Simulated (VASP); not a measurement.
Set up this calculation in VASP 6.6.1, as the native input.

```yaml
Task: single point
Functional: PBE
Potentials_or_basis: VASP PAW PBE potentials, release 64 (Zn, B)
Cutoff: 520 eV
k_mesh: 6 × 6 × 6
Occupations: gaussian, width 0.1 eV
Spin: no spin polarisation
Dipole_correction: no
Further_INCAR_settings: ALGO = Fast; EDIFF = 1e-06; NBANDS = 20
```

The structure of Zn2B lies in POSCAR:

```
Zn2B
1.0
    0.0000000000      2.6454066627      2.6454066627
    2.6454066627      0.0000000000      2.6454066627
    2.6454066627      2.6454066627      0.0000000000
Zn B
2 1
Direct
    0.2500000000      0.2500000000      0.2500000000
    0.7500000000      0.7500000000      0.7500000000
    0.5000000000      0.5000000000      0.5000000000
```

The cell was built from a structure type or drawn by symmetry, and may not be a known phase.

The input as run:

INCAR

```
SYSTEM = Zn2B
  PREC = Accurate
  ENCUT = 520
  EDIFF = 1E-6
  ISMEAR = 0
  SIGMA = 0.1
  LREAL = .False.
  LASPH = .True.
  NELM = 80
  ALGO = Fast
  ISIF = 2
  LWAVE = .False.
  LCHARG = .False.
  GGA = PE
  NBANDS = 20
```

KPOINTS

```
regular mesh
0
Gamma
  6 6 6
  0 0 0
```

Potentials or basis: VASP PAW PBE potentials, release 64 (Zn, B).

Run with:

```console
$ cat potpaw_PBE.64/Zn/POTCAR potpaw_PBE.64/B/POTCAR > POTCAR
$ mpirun -np 1 vasp_std > vasp.out
```

Results of the run:

The pressure is 0.5 GPa. The band gap on the k mesh is zero (an odd number of electrons rules out a gap without spin polarisation).

Wall time 23 s on 1 thread of Intel Xeon 8259CL (shared host), peak memory 0.15 GiB.
